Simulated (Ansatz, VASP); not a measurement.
**One calculation of Si, two programs**

INCAR

```
SYSTEM = Si
ALGO = Normal
EDIFF = 1E-6
ENCUT = 520
GGA = PE
ISIF = 2
ISMEAR = 0
LASPH = .True.
LCHARG = .False.
LREAL = .False.
LWAVE = .False.
NBANDS = 11
NELM = 60
PREC = Accurate
SIGMA = 0.05
```

The input KPOINTS:

```
k-points
0
Gamma
  10 10 10
  0 0 0
```

Contents of POSCAR:

```
Si
1.0
    0.0000000000      2.6799568756      2.7793832757
    2.6799568756      0.0000000000      2.7793832757
    2.6799568756      2.6799568756      0.0000000000
Si
2
Direct
    0.5000000000      0.5000000000      0.5000000000
    0.7500000000      0.7500000000      0.7500000000
```

Input for Ansatz:

```yaml
crystal:
  lattice:
    - [0.0, 2.6799568756, 2.7793832757]
    - [2.6799568756, 0.0, 2.7793832757]
    - [2.6799568756, 2.6799568756, 0.0]
  atoms:
    - { symbol: Si, position: [0.5, 0.5, 0.5] }
    - { symbol: Si, position: [0.75, 0.75, 0.75] }
basis:
  ecutwfc: 420
kpoints:
  mp_grid: { grid: [10, 10, 10] }
hamiltonian:
  xc: pbe
  pseudopotentials: { kind: paw, azcp: { folder: soft_1 } }
scf:
  occupations: { method: gaussian, width: 0.05 }
output:
  forces: true
  stress: true
  eigenvalues: true
```

Alike in both runs: task single point; functional PBE; k mesh 10 × 10 × 10; occupations gaussian, width 0.05 eV; no spin polarisation.

|  | VASP | Ansatz |
| --- | --- | --- |
| version | VASP 6.6.1 | Ansatz 0.2.0 |
| potentials or method | VASP PAW PBE potentials, release 64 (Si), cutoff 520 eV | scalar-relativistic, plane waves, PAW |
| valence electrons in the cell | 8 | 8 |

```csv
,VASP,Ansatz,Ansatz less VASP
gap on the k mesh at the Fermi level (eV),0.38,0.38,-0.002
least direct gap on the mesh (eV),2.44,2.43,-0.005
pressure (GPa),2.2,2.3,+0.06
"traceless stress, the component that is largest in VASP (GPa)",-2.49,-2.49,+0.006
```
